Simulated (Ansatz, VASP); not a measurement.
## Hf in VASP and in Ansatz

```
CELL_PARAMETERS angstrom
3.11840 0.00000 0.00000
-1.55920 2.70061 0.00000
0.00000 0.00000 4.94755
ATOMIC_POSITIONS crystal
Hf 0.33333 0.66667 0.25000
Hf 0.66667 0.33333 0.75000
```

Alike in both runs: task single point; functional LDA; k mesh 12 × 12 × 7; occupations methfessel-paxton of order 1, width 1 eV; no spin polarisation.

```csv
,VASP,Ansatz
version,VASP 6.6.1,Ansatz 0.2.0
potentials or method,"VASP PAW LDA potentials, release 64 (Hf_pv), cutoff 520 eV","plane waves (420 eV) with PAW, scalar-relativistic"
valence electrons in the cell,20,52
```

|  | VASP | Ansatz | Ansatz less VASP |
| --- | --- | --- | --- |
| pressure (GPa) | -0.2 | -0.3 | -0.08 |
| traceless stress, the component that is largest in VASP (GPa) | 0.72 | 0.73 | +0.005 |

Ansatz warns that its potentials were made for another functional, while VASP's fit it. LDA's correlation is that of Perdew and Zunger in VASP and of Perdew and Wang (1992) in Ansatz. VASP's potentials hold 20 valence electrons a cell and Ansatz's 52, so a difference there can come from the potentials and not from the codes.

Spin-orbit coupling is off throughout.
